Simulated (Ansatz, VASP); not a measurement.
## One calculation of ScAlSbP3, two programs

```
Sc Al Sb P
1.0
     5.31077    0.00000    0.00000
    -2.65539    4.59927    0.00000
     0.00000    0.00000    5.19959
Sc Al Sb P
1 1 1 3
Direct
  0.00000 0.00000 0.00000
  0.66667 0.33333 0.00000
  0.33333 0.66667 0.00000
  0.94597 0.47299 0.50000
  0.52701 0.47299 0.50000
  0.52701 0.05403 0.50000
```

Change from the starting cell: species swapped into the YSiBRh3 type (P-6m2, No. 187).

Alike in both runs: task relaxation of cell and atoms; functional PBE; k mesh 12 × 12 × 8; occupations gaussian, width 0.1 eV; no spin polarisation.

|  | VASP | Ansatz |
| --- | --- | --- |
| version | VASP 6.6.1 | Ansatz 0.2.0 |
| potentials or method | VASP PAW PBE potentials, release 64 (Sc_sv, Al, Sb, P), cutoff 600 eV | scalar-relativistic, plane waves, PAW |
| valence electrons in the cell | 34 | 44 |

Ansatz gave:

* gap on the k mesh at the Fermi level, each at its own relaxed structure (eV): none
* relaxed volume (Å³/atom): 21.27
* relaxed length of the cell vector where the two differ most in proportion (Å): 5.302

**Question.** Which values does VASP return?

**Answer.** gap on the k mesh at the Fermi level, each at its own relaxed structure (eV): none; relaxed volume (Å³/atom): 21.30; relaxed length of the cell vector where the two differ most in proportion (Å): 5.306.

A gap of «none» marks a metal or a gap that the smearing closes. VASP's potentials hold 34 valence electrons a cell and Ansatz's 44, so a difference there can come from the potentials and not from the codes.

Spin-orbit coupling is off throughout.
